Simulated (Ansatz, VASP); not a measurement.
## Two plane-wave programs on InSe

Contents of INCAR:

```
SYSTEM = InSe
  PREC = Accurate
  ENCUT = 520
  EDIFF = 1E-6
  ISMEAR = 0
  SIGMA = 0.05
  LREAL = .FALSE.
  LASPH = .TRUE.
  NELM = 80
  ALGO = Normal
  ISIF = 2
  LWAVE = .FALSE.
  LCHARG = .TRUE.
  GGA = PE
  LELF = .TRUE.
  LVHAR = .TRUE.
  NBANDS = 27
```

Contents of KPOINTS:

```
Automatic mesh
0
G
  8 8 6
  0 0 0
```

File POSCAR:

```
InSe
1.0
    5.8878909526     -2.1345623443      0.0453164279
    5.8878909526      2.1345623443      0.0453164279
   -1.5459825095      0.0000000000      5.0781431589
In Se
2 2
Direct
    0.8798970786      0.8959048326      0.0533034054
    0.1040951674      0.1201029214      0.9466965946
    0.6779663094      0.6546922176      0.6952062322
    0.3453077824      0.3220336906      0.3047937678
```

Input for Ansatz:

```yaml
crystal:
  lattice:
    - [5.8878909526, -2.1345623443, 0.0453164279]
    - [5.8878909526, 2.1345623443, 0.0453164279]
    - [-1.5459825095, 0.0, 5.0781431589]
  atoms:
    - { symbol: In, position: [0.8798970786, 0.8959048326, 0.0533034054] }
    - { symbol: In, position: [0.1040951674, 0.1201029214, 0.9466965946] }
    - { symbol: Se, position: [0.6779663094, 0.6546922176, 0.6952062322] }
    - { symbol: Se, position: [0.3453077824, 0.3220336906, 0.3047937678] }
basis:
  ecutwfc: 420
kpoints:
  mp_grid: { grid: [8, 8, 6] }
hamiltonian:
  xc: pbe
  pseudopotentials: { kind: paw, azcp: { folder: soft_1 } }
scf:
  occupations: { method: gaussian, width: 0.05 }
output:
  forces: true
  stress: true
  eigenvalues: true
```

Change from the starting cell: mode 9 frozen in at -0.048 Å, strain +e along z and -e/2 along x and y -0.0700.

Alike in both runs: task single point; functional PBE; k mesh 8 × 8 × 6; occupations gaussian, width 0.05 eV; no spin polarisation.

```csv
,VASP,Ansatz
version,VASP 6.6.1,Ansatz 0.2.0
potentials or method,"VASP PAW PBE potentials, release 64 (In_d, Se), cutoff 520 eV","scalar-relativistic, plane waves, PAW"
valence electrons in the cell,38,58
```

Ansatz gave:

- gap on the k mesh at the Fermi level (eV): 0.85
- least direct gap on the mesh (eV): 1.00
- pressure (GPa): -0.4
- traceless stress, the component that is largest in VASP (GPa): -1.02
- rms of the force components (eV/Å): 0.262

Question: Estimate VASP's values.

Answer: gap on the k mesh at the Fermi level (eV): 0.84; least direct gap on the mesh (eV): 0.99; pressure (GPa): -0.4; traceless stress, the component that is largest in VASP (GPa): -1.02; rms of the force components (eV/Å): 0.265.

Atom by atom the forces differ by 0.007 eV/Å (rms over components). VASP's potentials hold 38 valence electrons a cell and Ansatz's 58, so a difference there can come from the potentials and not from the codes.
